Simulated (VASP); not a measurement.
# AlNi (Pm-3m) in VASP: elastic constants with LDA

Aim: the elastic constants of AlNi with LDA.

Program: VASP 6.6.1. These are calculated values, not measurements. Logs are shortened: lines on timing, memory, paths and dates and some standing lists are left out, and cuts for length are marked.

## 1. The cell of the first run

Symmetry: Pm-3m, No. 221, cubic system. The conventional cell has a = 2.822 Å, b = 2.822 Å, c = 2.822 Å, α = 90.00°, β = 90.00°, γ = 90.00°. Al (site symmetry m-3m) has 8 Ni at 2.44 Å and 6 Al at 2.82 Å within 3.2 Å. Within 3.2 Å of Ni (site symmetry m-3m) lie 8 Al at 2.44 Å and 6 Ni at 2.82 Å.

## 2. Elastic constants, LDA

INCAR

```
SYSTEM = AlNi
PREC = Accurate
ENCUT = 600
EDIFF = 1E-8
ISMEAR = -1
SIGMA = 0.05
LREAL = .False.
LASPH = .True.
NELM = 60
ALGO = Normal
ISIF = 3
LWAVE = .False.
LCHARG = .True.
IBRION = 6
NFREE = 2
POTIM = 0.015
NSW = 1
```

KPOINTS

```
Automatic mesh
0
Gamma
  16 16 16
  0 0 0
```

POSCAR

```
AlNi
1.0
    2.8224681507      0.0000000000      0.0000000000
    0.0000000000      2.8224681507      0.0000000000
    0.0000000000      0.0000000000      2.8224681507
Al Ni
1 1
Direct
    0.0000000000      0.0000000000      0.0000000000
    0.5000000000      0.5000000000      0.5000000000
```

Potentials or basis: VASP PAW LDA potentials, release 64 (Al, Ni).

On the command line:

```bash
$ cat potpaw_LDA.64/Al/POTCAR potpaw_LDA.64/Ni/POTCAR > POTCAR
$ mpirun -np 1 vasp_std > vasp.out
```

OUTCAR:

```text
SYSTEM = AlNi
   PREC = Accurate
   ENCUT = 600
   EDIFF = 1E-8
   ISMEAR = -1
   LREAL = .False.
   LASPH = .True.
   NELM = 60
   ISIF = 3
   IBRION = 6
   NFREE = 2
   POTIM = 0.015
   NSW = 1

 ion  position               nearest neighbor table
   1  0.000  0.000  0.000-   2 2.44   2 2.44   2 2.44   2 2.44   2 2.44   2 2.44   2 2.44   2 2.44

   2  0.500  0.500  0.500-   1 2.44   1 2.44   1 2.44   1 2.44   1 2.44   1 2.44   1 2.44   1 2.44

  LATTYP: Found a simple cubic cell.
 ALAT       =     2.8224681507

  Lattice vectors:

 A1 = (   2.8224681507,   0.0000000000,   0.0000000000)
 A2 = (   0.0000000000,   2.8224681507,   0.0000000000)
 A3 = (   0.0000000000,   0.0000000000,   2.8224681507)

Analysis of symmetry for initial positions (statically):
=====================================================================
 Subroutine PRICEL returns:
 Original cell was already a primitive cell.

 Routine SETGRP: Setting up the symmetry group for a
 simple cubic supercell.

 Subroutine GETGRP returns: Found 48 space group operations
 (whereof 48 operations were pure point group operations)
 out of a pool of 48 trial point group operations.

The static configuration has the point symmetry O_h .

Analysis of symmetry for dynamics (positions and initial velocities):
=====================================================================
 Subroutine PRICEL returns:
 Original cell was already a primitive cell.

 Routine SETGRP: Setting up the symmetry group for a
 simple cubic supercell.

 Subroutine GETGRP returns: Found 48 space group operations
 (whereof 48 operations were pure point group operations)
 out of a pool of 48 trial point group operations.

The dynamic configuration has the point symmetry O_h .

 Subroutine INISYM returns: Found 48 space group operations
 (whereof 48 operations are pure point group operations),
 and found     1 'primitive' translations

----------------------------------------------------------------------------------------

                                     Primitive cell

  volume of cell :      22.4847

  direct lattice vectors                    reciprocal lattice vectors
     2.822468151  0.000000000  0.000000000     0.354299835  0.000000000  0.000000000
     0.000000000  2.822468151  0.000000000     0.000000000  0.354299835  0.000000000
     0.000000000  0.000000000  2.822468151     0.000000000  0.000000000  0.354299835

  length of vectors
     2.822468151  2.822468151  2.822468151     0.354299835  0.354299835  0.354299835

  position of ions in fractional coordinates (direct lattice)
     0.000000000  0.000000000  0.000000000
     0.500000000  0.500000000  0.500000000

  ion indices of the primitive-cell ions
   primitive index   ion index
                 1           1
                 2           2

----------------------------------------------------------------------------------------

 KPOINTS: Automatic mesh

Automatic generation of k-mesh.
 Grid dimensions read from file:
 generate k-points for:   16   16   16

 Generating k-lattice:

  Cartesian coordinates                     Fractional coordinates (reciprocal lattice)
     0.022143740  0.000000000  0.000000000     0.062500000  0.000000000  0.000000000
     0.000000000  0.022143740  0.000000000     0.000000000  0.062500000  0.000000000
     0.000000000  0.000000000  0.022143740     0.000000000  0.000000000  0.062500000

[... 104 lines left out ...]

  energy without entropy =      -12.19212403  energy(sigma->0) =      -12.19512702

------------------------ aborting loop because EDIFF is reached ----------------------------------------

  FORCE on cell =-STRESS in cart. coord.  units (eV):
  Direction    XX          YY          ZZ          XY          YZ          ZX
  --------------------------------------------------------------------------------------
  -------------------------------------------------------------------------------------
  Total        0.3200495      0.3200495      0.3200495      0.0000000      0.0000000     -0.0000000
  in kB       22.8055503     22.8055503     22.8055503      0.0000000      0.0000000     -0.0000000
  external PRESSURE =      22.8055503 kB  Pullay stress =       0.0000000 kB
[... 89 lines left out ...]
  FREE ENERGIE OF THE ION-ELECTRON SYSTEM (eV)
  ---------------------------------------------------
  free  energy   TOTEN  =       -12.1888778301 eV

  energy  without entropy=      -12.1828222154  energy(sigma->0) =      -12.18585002

[... ionic steps 4 to 14 ...]

--------------------------------------- Ionic step       15  -------------------------------------------

 number of electron      12.9999990 magnetization

------------------------ aborting loop because EDIFF is reached ----------------------------------------
[... 67 lines left out ...]
--------------------------------------- Ionic step       17  -------------------------------------------

 number of electron      12.9999994 magnetization

 Free energy of the ion-electron system (eV)
  ---------------------------------------------------
  ext. energy  EPLUGINS =         0.00000000
  ---------------------------------------------------
  free energy    TOTEN  =       -12.19736867 eV

  energy without entropy =      -12.19136329  energy(sigma->0) =      -12.19436598

 E-fermi :  10.5918     XC(G=0): -12.6029

 val. band max:       10.5893673837   @ k =   0.4375   0.3125   0.5000
 cond. band min:      10.5972433066   @ k =   0.3125   0.1250   0.3750
 fundamental gap:      0.0078759229
 Fermi energy:        10.5918045586

 k-point     1 :       0.0000    0.0000    0.0000
  band No.  band energies     occupation
      1      -0.9522      2.00000
      2       7.0351      2.00000
      3       7.0353      2.00000
      4       8.8925      2.00000
      5       8.8927      2.00000
      6       8.8927      2.00000
      7      16.3215      0.00000
      8      16.3215      0.00000
      9      16.3216      0.00000
     10      19.0096      0.00000
[... 287 lines left out ...]
 k-point    24 :       0.5000    0.1250    0.0000
  band No.  band energies     occupation
      1       3.6450      2.00000
      2       3.7870      2.00000
      3       7.6160      2.00000
      4       8.0615      2.00000
      5       8.1543      2.00000
      6       8.8804      2.00000
      7       9.8819      2.00000
      8      17.7857      0.00000
      9      18.7614      0.00000
     10      21.3388      0.00000

 [... further k-points ...]
[... 5 lines left out ...]
  --------------------------------------------------------------------------------------
  -------------------------------------------------------------------------------------
  Total        0.3222032      0.3243600      0.3243600      0.0000000      0.0000000      0.0000000
  in kB       22.9590131     23.1127018     23.1127018      0.0000000      0.0000000      0.0000000
  external PRESSURE =      23.0614722 kB  Pullay stress =       0.0000000 kB
[... 17 lines left out ...]
  FREE ENERGIE OF THE ION-ELECTRON SYSTEM (eV)
  ---------------------------------------------------
  free  energy   TOTEN  =       -12.1973686749 eV

  energy  without entropy=      -12.1913632903  energy(sigma->0) =      -12.19436598

 INTERNAL STRAIN TENSORS FROM STRAINED CELLS
 ============================================

 INTERNAL STRAIN TENSOR FOR ION    1 for displacements in x,y,z  (eV/Angst):
          X           Y           Z          XY          YZ          ZX
  --------------------------------------------------------------------------------
  x     0.00000     0.00000     0.00000     0.00000     0.00000    -0.00000
  y     0.00000     0.00000     0.00000     0.00000     0.00000     0.00000
  z     0.00000     0.00000     0.00000     0.00000     0.00000     0.00000

 INTERNAL STRAIN TENSORS FROM DISPLACED ATOMS
 ============================================

 INTERNAL STRAIN TENSOR FOR ION    1 for displacements in x,y,z  (eV/Angst):
          X           Y           Z          XY          YZ          ZX
  --------------------------------------------------------------------------------
  x     0.00000     0.00000     0.00000     0.00000     0.00000     0.00000
  y     0.00000     0.00000     0.00000     0.00000     0.00000     0.00000
  z     0.00000     0.00000     0.00000     0.00000     0.00000     0.00000

 INTERNAL STRAIN TENSOR FOR ION    2 for displacements in x,y,z  (eV/Angst):
          X           Y           Z          XY          YZ          ZX
  --------------------------------------------------------------------------------
  x     0.00000     0.00000     0.00000     0.00000     0.00000     0.00000
  y     0.00000     0.00000     0.00000     0.00000     0.00000     0.00000
  z     0.00000     0.00000     0.00000     0.00000     0.00000     0.00000

 Eigenvectors and eigenvalues of the dynamical matrix
 ----------------------------------------------------

   1 f  =    9.469522 THz    59.498762 2PiTHz  315.869255 cm-1    39.162779 meV
             X         Y         Z           dx          dy          dz
      0.000000  0.000000  0.000000    -0.827830   -0.000000    0.000000
      1.411234  1.411234  1.411234     0.560980   -0.000000    0.000000
[... 21 lines left out ...]
   6 f/i=    0.002439 THz     0.015322 2PiTHz    0.081342 cm-1     0.010085 meV
             X         Y         Z           dx          dy          dz
      0.000000  0.000000  0.000000    -0.000000   -0.000000   -0.560980
      1.411234  1.411234  1.411234     0.000000    0.000000   -0.827830

--------------------------------------------------------------------------------------------------------

 ELASTIC MODULI CONTR FROM IONIC RELAXATION (kBar)
 Direction    XX          YY          ZZ          XY          YZ          ZX
 --------------------------------------------------------------------------------
 XX           0.0000      0.0000      0.0000      0.0000      0.0000      0.0000
 YY           0.0000      0.0000      0.0000      0.0000      0.0000      0.0000
 ZZ           0.0000      0.0000      0.0000      0.0000      0.0000      0.0000
 XY           0.0000      0.0000      0.0000      0.0000      0.0000      0.0000
 YZ           0.0000      0.0000      0.0000      0.0000      0.0000      0.0000
 ZX           0.0000      0.0000      0.0000      0.0000      0.0000      0.0000
 --------------------------------------------------------------------------------

 TOTAL ELASTIC MODULI (kBar)
 Direction    XX          YY          ZZ          XY          YZ          ZX
 --------------------------------------------------------------------------------
 XX        2626.6616   1577.8240   1577.8240     -0.0000      0.0000     -0.0000
 YY        1577.8240   2626.6616   1577.8240     -0.0000     -0.0000     -0.0000
 ZZ        1577.8240   1577.8240   2626.6616     -0.0000      0.0000      0.0000
 XY          -0.0000     -0.0000     -0.0000   1357.6765      0.0000      0.0000
 YZ           0.0000     -0.0000      0.0000      0.0000   1357.6765      0.0000
 ZX          -0.0000     -0.0000      0.0000      0.0000      0.0000   1357.6765
 --------------------------------------------------------------------------------
```

Wall time 7.9 min (1 thread of Intel Xeon 6975P-C (Granite Rapids), shared host); peak memory 0.68 GiB.

Results:

- Elastic constants C11, C12, C44: 263, 158, 136 GPa
- Voigt bulk modulus: 193 GPa
- Highest phonon frequency at Γ, LO-TO splitting left out: 316 cm⁻¹

Phonon frequencies in cm⁻¹ (negative: imaginary):
| q point | frequencies |
| --- | --- |
| (0.000, 0.000, 0.000) | 0 0 0 316 316 316 |

Elastic tensor in Voigt notation (GPa, in the Cartesian axes of the cell as first typed):
```
263 158 158   0   0   0
158 263 158   0   0   0
158 158 263   0   0   0
  0   0   0 136   0   0
  0   0   0   0 136   0
  0   0   0   0   0 136
```

Clamped-ion elastic tensor (GPa):
```
263 158 158   0   0   0
158 263 158   0   0   0
158 158 263   0   0   0
  0   0   0 136   0   0
  0   0   0   0 136   0
  0   0   0   0   0 136
```

Caveat: the cell is under stress, which shifts elastic constants. Spin polarisation is off, so any magnetic state and its effect on volume and gap are missing.
